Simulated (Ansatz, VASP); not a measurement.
# Ta2N: VASP beside Ansatz

```
Ta N
1.0
     3.08842    0.00000    0.00000
    -1.54421    2.67465    0.00000
     0.00000    0.00000    4.69625
Ta N
2 1
Direct
  0.66667 0.33333 0.74637
  0.33333 0.66667 0.25363
  0.00000 0.00000 0.00000
```

Alike in both runs: task single point; functional PBEsol; k mesh 18 × 18 × 10; occupations gaussian, width 0.15 eV; no spin polarisation.

```csv
,VASP,Ansatz
version,VASP 6.6.1,Ansatz 0.2.0
potentials or method,"VASP PAW PBE potentials, release 64 (Ta_pv, N), cutoff 520 eV","scalar-relativistic, plane waves, PAW"
valence electrons in the cell,27,31
```

|  | VASP | Ansatz | Ansatz less VASP |
| --- | --- | --- | --- |
| gap on the k mesh at the Fermi level (eV) | none | none | - |
| pressure (GPa) | 7.3 | 6.6 | -0.68 |
| traceless stress, the component that is largest in VASP (GPa) | 4.82 | 4.93 | +0.107 |
| rms of the force components (eV/Å) | 0.014 | 0.041 | +0.0274 |

VASP's potentials were made for PBE, not for PBEsol, and Ansatz warns of the same on its side. Atom by atom the forces differ by 0.027 eV/Å (rms over components). A gap of «none» marks a metal or a gap that the smearing closes. With one functional, cell and mesh, what is left measures potentials, basis and numerics. VASP's potentials hold 27 valence electrons a cell and Ansatz's 31, so a difference there can come from the potentials and not from the codes.

Spin-orbit coupling is off throughout.
